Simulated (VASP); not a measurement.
# GaN (P6_3/mmc) in VASP: notebook

Runs on GaN. Level: PBE. Tasks: single point.

All numbers are computed with VASP 6.6.1; they aren't measurements. Logs are shortened: lines on timing, memory, paths and dates and some standing lists are left out, and cuts for length are marked.

**1. The cell of the first run**

Symmetry: P6_3/mmc, No. 194, hexagonal system. Conventional cell: a = 3.257 Å, b = 3.257 Å, c = 4.781 Å, α = 90.00°, β = 90.00°, γ = 120.00°. Within 2.5 Å of Ga (site symmetry -6m2) lie 5 N at 1.88 to 2.39 Å. Within 2.5 Å of N (site symmetry -6m2) lie 5 Ga at 1.88 to 2.39 Å.

**2. Single point, PBE (volume changed by -6%)**

The input, INCAR:

```
SYSTEM = GaN
PREC = Accurate ; ENCUT = 520
EDIFF = 1E-6 ; ISMEAR = 0
SIGMA = 0.01 ; LREAL = .FALSE.
LASPH = .TRUE. ; NELM = 80
ALGO = Normal ; ISIF = 2
LWAVE = .FALSE. ; LCHARG = .TRUE.
GGA = PE ; LELF = .TRUE.
LVHAR = .TRUE. ; NBANDS = 26
```

The input, KPOINTS:

```
Automatic mesh
0
G
  9 9 4
  0 0 0
```

The input, POSCAR:

```
GaN
1.0
    3.2572836807      0.0000000000      0.0000000000
   -1.6286418403      2.8208904148      0.0000000000
    0.0000000000      0.0000000000      4.7809428098
Ga N
2 2
Direct
    0.3333333333      0.6666666667      0.2500000000
    0.6666666667      0.3333333333      0.7500000000
    0.6666666667      0.3333333333      0.2500000000
    0.3333333333      0.6666666667      0.7500000000
```

Potentials or basis: VASP PAW PBE potentials, release 64 (Ga_d, N).

The run is started by

```console
$ cat potpaw_PBE.64/Ga_d/POTCAR potpaw_PBE.64/N/POTCAR > POTCAR
$ mpirun -np 1 vasp_std > vasp.out
```

OUTCAR:

```text
SYSTEM = GaN
   PREC = Accurate
   ENCUT = 520
   EDIFF = 1E-6
   ISMEAR = 0
   LREAL = .FALSE.
   LASPH = .TRUE.
   NELM = 80
   ISIF = 2
   GGA = PE

 ion  position               nearest neighbor table
   1  0.333  0.667  0.250-   3 1.88   3 1.88   3 1.88
   2  0.667  0.333  0.750-   4 1.88   4 1.88   4 1.88
   3  0.667  0.333  0.250-   1 1.88   1 1.88   1 1.88
   4  0.333  0.667  0.750-   2 1.88   2 1.88   2 1.88

  LATTYP: Found a hexagonal cell.
 ALAT       =     3.2572836807
 C/A-ratio  =     1.4677698593

  Lattice vectors:

 A1 = (   3.2572836807,   0.0000000000,   0.0000000000)
 A2 = (  -1.6286418403,   2.8208904148,   0.0000000000)
 A3 = (   0.0000000000,   0.0000000000,   4.7809428098)

Analysis of symmetry for initial positions (statically):
=====================================================================
 Subroutine PRICEL returns:
 Original cell was already a primitive cell.

 Routine SETGRP: Setting up the symmetry group for a
 hexagonal supercell.

 Subroutine GETGRP returns: Found 24 space group operations
 (whereof 12 operations were pure point group operations)
 out of a pool of 24 trial point group operations.

The static configuration has the point symmetry D_3d.
 The point group associated with its full space group is D_6h.

Analysis of symmetry for dynamics (positions and initial velocities):
=====================================================================
 Subroutine PRICEL returns:
 Original cell was already a primitive cell.

 Routine SETGRP: Setting up the symmetry group for a
 hexagonal supercell.

 Subroutine GETGRP returns: Found 24 space group operations
 (whereof 12 operations were pure point group operations)
 out of a pool of 24 trial point group operations.

The dynamic configuration has the point symmetry D_3d.
 The point group associated with its full space group is D_6h.

 Subroutine INISYM returns: Found 24 space group operations
 (whereof 12 operations are pure point group operations),
 and found     1 'primitive' translations

----------------------------------------------------------------------------------------

                                     Primitive cell

  volume of cell :      43.9294

  direct lattice vectors                    reciprocal lattice vectors
     3.257283681  0.000000000  0.000000000     0.307004270  0.177248998  0.000000000
    -1.628641840  2.820890415  0.000000000     0.000000000  0.354497996  0.000000000
     0.000000000  0.000000000  4.780942810     0.000000000  0.000000000  0.209163765

  length of vectors
     3.257283681  3.257283681  4.780942810     0.354497996  0.354497996  0.209163765

  position of ions in fractional coordinates (direct lattice)
     0.333333333  0.666666667  0.250000000
     0.666666667  0.333333333  0.750000000
     0.666666667  0.333333333  0.250000000
     0.333333333  0.666666667  0.750000000

  ion indices of the primitive-cell ions
   primitive index   ion index
                 1           1
                 2           2
                 3           3
                 4           4

----------------------------------------------------------------------------------------

 KPOINTS: Automatic mesh

Automatic generation of k-mesh.
 Grid dimensions read from file:
 generate k-points for:    9    9    4

 Generating k-lattice:

  Cartesian coordinates                     Fractional coordinates (reciprocal lattice)
     0.034111586  0.019694333  0.000000000     0.111111111  0.000000000  0.000000000
     0.000000000  0.039388666  0.000000000     0.000000000  0.111111111  0.000000000
     0.000000000  0.000000000  0.052290941     0.000000000  0.000000000  0.250000000

  Length of vectors
     0.039388666  0.039388666  0.052290941

  Shift w.r.t. Gamma in fractional coordinates (k-lattice)
     0.000000000  0.000000000  0.000000000

 Subroutine IBZKPT returns following result:
 ===========================================

 Found     36 irreducible k-points:

 Following reciprocal coordinates:
            Coordinates               Weight
  0.000000  0.000000  0.000000      1.000000
  0.111111 -0.000000  0.000000      6.000000
  0.222222 -0.000000  0.000000      6.000000
  0.333333  0.000000  0.000000      6.000000
  0.444444 -0.000000  0.000000      6.000000
  0.111111  0.111111  0.000000      6.000000
[... 16 lines left out ...]
  0.333333  0.222222  0.250000     24.000000
  0.333333  0.333333  0.250000      4.000000
 [... further k-points ...]
   k-points           NKPTS =     36   k-points in BZ     NKDIM =     36   number of bands    NBANDS=     26
   number of dos      NEDOS =    301   number of ions     NIONS =      4
   total plane-waves  NPLWV =  20736
   dimension x,y,z NGX =    24 NGY =   24 NGZ =   36
   dimension x,y,z NGXF=    48 NGYF=   48 NGZF=   72
   ions per type =               2   2
   NGX,Y,Z   is equivalent  to a cutoff of  12.25, 12.25, 12.52 a.u.
   NGXF,Y,Z  is equivalent  to a cutoff of  24.50, 24.50, 25.04 a.u.
 SYSTEM =  GaN
[... 34 lines left out ...]
   GGA     = PE    functional components
   LHFCALC =     F    Hartree Fock is set to
   AEXX    =    0.0000 exact exchange contribution
   IVDW    =     0    specifies the selected vdW correction
   LEPSILON=     F    determine dielectric tensor
   LRPA    =     F    only Hartree local field effects (RPA)
 non-spin polarized calculation
 Gauss-broadening in eV      SIGMA  =   0.01
  energy-cutoff  :      520.00
  volume of cell :       43.93
 maximum number of plane-waves:      1218
   NGX = 13   NGY = 13   NGZ = 17

 number of electron      35.9999996 magnetization

 Free energy of the ion-electron system (eV)
  ---------------------------------------------------
  ext. energy  EPLUGINS =         0.00000000
  ---------------------------------------------------
  free energy    TOTEN  =       -23.28721699 eV

  energy without entropy =      -23.28721699  energy(sigma->0) =      -23.28721699

 E-fermi :   6.3716     XC(G=0): -11.9080

 val. band max:        6.3247506016   @ k =   0.0000   0.0000   0.0000
 cond. band min:       8.0103326460   @ k =   0.0000   0.0000   0.0000
 fundamental gap:      1.6855820444
 Fermi energy:         6.3716139881

 k-point     1 :       0.0000    0.0000    0.0000
  band No.  band energies     occupation
      1     -10.5901      2.00000
      2      -9.6010      2.00000
      3      -7.8547      2.00000
      4      -7.8547      2.00000
      5      -7.8462      2.00000
      6      -7.8462      2.00000
[... 18 lines left out ...]
     25      16.9271      0.00000
     26      18.8423      0.00000

 k-point     2 :       0.1111   -0.0000    0.0000
  band No.  band energies     occupation
      1     -10.4609      2.00000
      2      -9.5519      2.00000
      3      -7.8568      2.00000
      4      -7.8322      2.00000
      5      -7.8223      2.00000
      6      -7.8155      2.00000
[... 18 lines left out ...]
     25      17.3694      0.00000
     26      17.7774      0.00000

 k-point     3 :       0.2222   -0.0000    0.0000
  band No.  band energies     occupation
      1     -10.1259      2.00000
      2      -9.4402      2.00000
      3      -7.8316      2.00000
      4      -7.7752      2.00000
      5      -7.7418      2.00000
      6      -7.7320      2.00000
[... 18 lines left out ...]
     25      16.9072      0.00000
     26      18.5350      0.00000

 k-point     4 :       0.3333    0.0000    0.0000
  band No.  band energies     occupation
      1      -9.7505      2.00000
      2      -9.3417      2.00000
      3      -7.7702      2.00000
      4      -7.7289      2.00000
      5      -7.6828      2.00000
      6      -7.6689      2.00000
[... 18 lines left out ...]
     25      18.6537      0.00000
     26      18.9282      0.00000
[... 496 lines left out ...]
      1      -9.4760      2.00000
      2      -9.2774      2.00000
      3      -7.7926      2.00000
      4      -7.7380      2.00000
      5      -7.7114      2.00000
      6      -7.7065      2.00000
[... 18 lines left out ...]
     25      16.9201      0.00000
     26      19.2406      0.00000

 k-point    23 :       0.3333    0.2222    0.2500
  band No.  band energies     occupation
      1      -9.3277      2.00000
      2      -9.2396      2.00000
      3      -7.7885      2.00000
      4      -7.7405      2.00000
      5      -7.7113      2.00000
      6      -7.6617      2.00000
[... 18 lines left out ...]
     25      17.5635      0.00000
     26      19.1016      0.00000

 k-point    24 :       0.3333    0.3333    0.2500
  band No.  band energies     occupation
      1      -9.2507      2.00000
      2      -9.2507      2.00000
      3      -7.7653      2.00000
      4      -7.7653      2.00000
      5      -7.7237      2.00000
      6      -7.6201      2.00000
[... 18 lines left out ...]
     25      18.7210      0.00000
     26      18.7789      0.00000

 [... further k-points ...]

------------------------ aborting loop because EDIFF is reached ----------------------------------------

  FORCE on cell =-STRESS in cart. coord.  units (eV):
  Direction    XX          YY          ZZ          XY          YZ          ZX
  --------------------------------------------------------------------------------------
  -------------------------------------------------------------------------------------
  Total        4.0402428      4.0402428      2.0148144      0.0000000      0.0000000      0.0000000
  in kB      147.3542597    147.3542597     73.4835765      0.0000000      0.0000000      0.0000000
  external PRESSURE =     122.7306987 kB  Pullay stress =       0.0000000 kB

 VOLUME and BASIS-vectors are now :
 -----------------------------------------------------------------------------
  energy-cutoff  :      520.00
  volume of cell :       43.93
      direct lattice vectors                 reciprocal lattice vectors
     3.257283681  0.000000000  0.000000000     0.307004270  0.177248998  0.000000000
    -1.628641840  2.820890415  0.000000000     0.000000000  0.354497996  0.000000000
     0.000000000  0.000000000  4.780942810     0.000000000  0.000000000  0.209163765

 POSITION                                       TOTAL-FORCE (eV/Angst)
 -----------------------------------------------------------------------------------
     -0.00000      1.88059      1.19524        -0.000000      0.000000      0.000000
      1.62864      0.94030      3.58571        -0.000000      0.000000      0.000000
      1.62864      0.94030      1.19524        -0.000000      0.000000     -0.000000
     -0.00000      1.88059      3.58571         0.000000     -0.000000     -0.000000
 -----------------------------------------------------------------------------------
    total drift:                                0.000000      0.000000     -0.000000

  FREE ENERGIE OF THE ION-ELECTRON SYSTEM (eV)
  ---------------------------------------------------
  free  energy   TOTEN  =       -23.2872169888 eV

  energy  without entropy=      -23.2872169888  energy(sigma->0) =      -23.28721699
```

Wall time 44 s (1 thread of AMD EPYC 7R43 (Zen 3), shared host); peak memory 0.13 GiB.

Results:

```
Free energy            : -23.2872 eV
Pressure               : 12.3 GPa
Band gap on the k mesh : 1.69 eV, direct
```

Stress tensor (GPa, compression positive):
```
14.74  0.00  0.00
 0.00 14.74  0.00
 0.00  0.00  7.35
```

Levels at points of the mesh, in eV from the valence-band top:
| k point | band 16 | band 17 | band 18 | band 19 | band 20 | band 21 |
| --- | --- | --- | --- | --- | --- | --- |
| (0.00, 0.00, 0.00) | -0.90 | -0.90 | 0.00 | 1.69 | 2.41 | 8.59 |
| (0.00, 0.00, 0.50) | -1.46 | -1.46 | -1.46 | 3.75 | 3.75 | 8.00 |

Caveat: the cell differs from its parent crystal (volume changed by -6%).

**3. Single point, PBE (volume changed by -3%)**

The input, INCAR:

```
SYSTEM = GaN
ALGO = Normal
EDIFF = 1E-6
ENCUT = 520
GGA = PE
ISIF = 2
ISMEAR = 0
LASPH = .True.
LCHARG = .True.
LELF = .True.
LREAL = .False.
LVHAR = .True.
LWAVE = .False.
NBANDS = 26
NELM = 100
PREC = Accurate
SIGMA = 0.01
```

The input, KPOINTS:

```
k-points
0
Gamma
  9 9 4
  0 0 0
```

The input, POSCAR:

```
GaN
1.0
    3.2915733972      0.0000000000      0.0000000000
   -1.6457866986      2.8505861804      0.0000000000
    0.0000000000      0.0000000000      4.8312722221
Ga N
2 2
Direct
    0.3333333333      0.6666666667      0.2500000000
    0.6666666667      0.3333333333      0.7500000000
    0.6666666667      0.3333333333      0.2500000000
    0.3333333333      0.6666666667      0.7500000000
```

Potentials or basis: VASP PAW PBE potentials, release 64 (Ga_d, N).

The run is started by

```console
$ cat potpaw_PBE.64/Ga_d/POTCAR potpaw_PBE.64/N/POTCAR > POTCAR
$ mpirun -np 1 vasp_std > vasp.out
```

Wall time 47 s (1 thread of AMD EPYC 7R43 (Zen 3), shared host); peak memory 0.13 GiB.

It converged, with:

- Free energy: -23.3655 eV
- Pressure: 5.7 GPa
- Band gap on the k mesh: 1.41 eV, direct

Stress tensor (GPa, compression positive):
```
6.78 0.00 0.00
0.00 6.78 0.00
0.00 0.00 3.48
```

Levels at points of the mesh, in eV from the valence-band top:
| k point | band 14 | band 15 | band 16 | band 17 | band 18 | band 19 | band 20 | band 21 | band 22 | band 23 |
| --- | --- | --- | --- | --- | --- | --- | --- | --- | --- | --- |
| (0.00, 0.00, 0.00) | -2.03 | -2.03 | -0.95 | -0.95 | 0.00 | 1.41 | 2.14 | 8.41 | 8.41 | 9.42 |
| (0.00, 0.00, 0.50) | -3.45 | -1.48 | -1.48 | -1.48 | -1.48 | 3.48 | 3.48 | 7.78 | 7.78 | 8.82 |

Caveat: the cell differs from its parent crystal (volume changed by -3%).

**4. Single point, PBE**

This run uses another cell than the first one, of 11.68 Å³/atom, 1.064 times its volume.

The input, INCAR:

```
SYSTEM = GaN
  PREC = Accurate
  ENCUT = 520
  EDIFF = 1E-6
  ISMEAR = 0
  SIGMA = 0.01
  LREAL = .FALSE.
  LASPH = .TRUE.
  NELM = 100
  ALGO = Normal
  ISIF = 2
  LWAVE = .FALSE.
  LCHARG = .FALSE.
  GGA = PE
  NBANDS = 26
```

The input, KPOINTS:

```
regular mesh
0
G
  9 9 4
  0 0 0
```

The input, POSCAR:

```
GaN
1.0
    3.3251632008      0.0000000000      0.0000000000
   -1.6625816004      2.8796758036      0.0000000000
    0.0000000000      0.0000000000      4.8805743234
Ga N
2 2
Direct
    0.3333333333      0.6666666667      0.2500000000
    0.6666666667      0.3333333333      0.7500000000
    0.6666666667      0.3333333333      0.2500000000
    0.3333333333      0.6666666667      0.7500000000
```

The run is started by

```console
$ cat potpaw_PBE.64/Ga_d/POTCAR potpaw_PBE.64/N/POTCAR > POTCAR
$ mpirun -np 1 vasp_std > vasp.out
```

It took 64 s on 1 thread of AMD EPYC 7R43 (Zen 3), shared host; peak memory 0.15 GiB.

It converged, with:

- Free energy: -23.3904 eV
- Pressure: 0.1 GPa
- Band gap on the k mesh: 1.16 eV, direct

Stress tensor (GPa, compression positive):
```
0.01 0.00 0.00
0.00 0.01 0.00
0.00 0.00 0.20
```

Levels at points of the mesh, in eV from the valence-band top:
| k point | band 16 | band 17 | band 18 | band 19 | band 20 | band 21 |
| --- | --- | --- | --- | --- | --- | --- |
| (0.00, 0.00, 0.00) | -0.98 | -0.98 | 0.00 | 1.16 | 1.89 | 8.24 |
| (0.00, 0.00, 0.50) | -1.50 | -1.50 | -1.50 | 3.23 | 3.23 | 7.58 |

**5. Single point, PBE (volume changed by +3%)**

The input, INCAR:

```
ALGO = Normal
EDIFF = 1E-6
ENCUT = 520
GGA = PE
ISIF = 2
ISMEAR = 0
LASPH = T
LCHARG = F
LREAL = F
LWAVE = F
NBANDS = 26
NELM = 60
PREC = Accurate
SIGMA = 0.01
```

The input, KPOINTS:

```
k-points
0
Gamma
  9 9 4
```

The input, POSCAR:

```
GaN
1.0
    3.3580877499      0.0000000000      0.0000000000
   -1.6790438750      2.9081892996      0.0000000000
    0.0000000000      0.0000000000      4.9288999843
Ga N
2 2
Direct
    0.3333333333      0.6666666667      0.2500000000
    0.6666666667      0.3333333333      0.7500000000
    0.6666666667      0.3333333333      0.2500000000
    0.3333333333      0.6666666667      0.7500000000
```

The run is started by

```console
$ cat potpaw_PBE.64/Ga_d/POTCAR potpaw_PBE.64/N/POTCAR > POTCAR
$ mpirun -np 1 vasp_std > vasp.out
```

Wall time 82 s (1 thread of AMD EPYC 7R43 (Zen 3), shared host); peak memory 0.15 GiB.

The run converged. Its results:

| Property | Result |
| --- | --- |
| Free energy | -23.3701 eV |
| Pressure | -4.7 GPa |
| Band gap on the k mesh | 0.91 eV, direct |

Stress tensor (GPa, compression positive):
```
-5.72  0.00  0.00
 0.00 -5.72  0.00
 0.00  0.00 -2.59
```

Levels at points of the mesh, in eV from the valence-band top:
| k point | band 15 | band 16 | band 17 | band 18 | band 19 | band 20 | band 21 | band 22 |
| --- | --- | --- | --- | --- | --- | --- | --- | --- |
| (0.00, 0.00, 0.00) | -2.03 | -1.01 | -1.01 | 0.00 | 0.91 | 1.65 | 8.08 | 8.08 |
| (0.00, 0.00, 0.50) | -1.52 | -1.52 | -1.52 | -1.52 | 2.99 | 2.99 | 7.38 | 7.38 |

Caveat: the cell differs from its parent crystal (volume changed by +3%).

**6. Single point, PBE (volume changed by +6%)**

The input, INCAR:

```
  PREC = Accurate
  ENCUT = 520
  EDIFF = 1E-6
  ISMEAR = 0
  SIGMA = 0.01
  LREAL = False
  LASPH = True
  NELM = 80
  ALGO = Normal
  ISIF = 2
  LWAVE = False
  LCHARG = False
  GGA = PE
  NBANDS = 26
```

The input, KPOINTS:

```
Automatic mesh
0
Gamma
  9 9 4
```

The input, POSCAR:

```
GaN
1.0
    3.3903790362      0.0000000000      0.0000000000
   -1.6951895181      2.9361543738      0.0000000000
    0.0000000000      0.0000000000      4.9762961609
Ga N
2 2
Direct
    0.3333333333      0.6666666667      0.2500000000
    0.6666666667      0.3333333333      0.7500000000
    0.6666666667      0.3333333333      0.2500000000
    0.3333333333      0.6666666667      0.7500000000
```

Potentials or basis: VASP PAW PBE potentials, release 64 (Ga_d, N).

The run is started by

```console
$ cat potpaw_PBE.64/Ga_d/POTCAR potpaw_PBE.64/N/POTCAR > POTCAR
$ mpirun -np 1 vasp_std > vasp.out
```

Wall time 89 s (1 thread of AMD EPYC 7R43 (Zen 3), shared host); peak memory 0.15 GiB.

It converged, with:

- Free energy: -23.3113 eV
- Pressure: -8.7 GPa
- Band gap on the k mesh: 0.68 eV, direct

Stress tensor (GPa, compression positive):
```
-10.58   0.00   0.00
  0.00 -10.58   0.00
  0.00   0.00  -4.94
```

Levels at points of the mesh, in eV from the valence-band top:
| k point | band 15 | band 16 | band 17 | band 18 | band 19 | band 20 | band 21 | band 22 |
| --- | --- | --- | --- | --- | --- | --- | --- | --- |
| (0.00, 0.00, 0.00) | -2.03 | -1.04 | -1.04 | 0.00 | 0.68 | 1.42 | 7.92 | 7.92 |
| (0.00, 0.00, 0.50) | -1.53 | -1.53 | -1.53 | -1.53 | 2.76 | 2.76 | 7.20 | 7.20 |

Caveat: the cell differs from its parent crystal (volume changed by +6%).

**7. The runs side by side**

```csv
cell,gap on the mesh (eV),pressure (GPa)
"a = 3.257, b = 3.257, c = 4.781 Å, angles 90.0, 90.0, 120.0°, 4 atoms",1.69,12.3
"a = 3.292, b = 3.292, c = 4.831 Å, angles 90.0, 90.0, 120.0°, 4 atoms",1.41,5.7
"a = 3.325, b = 3.325, c = 4.881 Å, angles 90.0, 90.0, 120.0°, 4 atoms",1.16,0.1
"a = 3.358, b = 3.358, c = 4.929 Å, angles 90.0, 90.0, 120.0°, 4 atoms",0.91,-4.7
"a = 3.390, b = 3.390, c = 4.976 Å, angles 90.0, 90.0, 120.0°, 4 atoms",0.68,-8.7
```

Alike in all rows: task single point; level PBE; potentials or basis VASP PAW PBE potentials, release 64 (Ga_d, N); no spin polarisation; k mesh 9 × 9 × 4; cutoff (eV) 520; smearing gaussian 0.01 eV.

Total energies depend on the potentials used, so only differences within one code and one set of settings carry meaning.
